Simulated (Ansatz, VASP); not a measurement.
# C: VASP beside Ansatz

```
CELL_PARAMETERS angstrom
-1.22741 1.22741 3.03745
1.22741 -1.22741 3.03745
1.22741 1.22741 -3.03745
ATOMIC_POSITIONS crystal
C 0.37990 0.37990 0.00000
C 0.75000 0.25000 0.50000
C 0.62010 0.62010 0.00000
```

Alike in both runs: task relaxation of cell and atoms; functional PBE; k mesh 10 × 10 × 10; occupations gaussian, width 0.1 eV; no spin polarisation.

|  | VASP | Ansatz |
| --- | --- | --- |
| version | VASP 6.6.1 | Ansatz 0.2.0 |
| potentials or method | VASP PAW PBE potentials, release 64 (C), cutoff 600 eV | scalar-relativistic, plane waves, PAW |
| valence electrons in the cell | 12 | 12 |

VASP gave:

- gap on the k mesh at the Fermi level, each at its own relaxed structure (eV): none
- relaxed volume (Å³/atom): 6.50
- relaxed cell length with the largest relative difference (Å): 3.661

Question: Which values does Ansatz return?

Answer: gap on the k mesh at the Fermi level, each at its own relaxed structure (eV): none; relaxed volume (Å³/atom): 6.50; relaxed cell length with the largest relative difference (Å): 3.658.

A gap of «none» marks a metal or a gap that the smearing closes.

The k mesh is coarse, so the values compare programs but aren't converged.
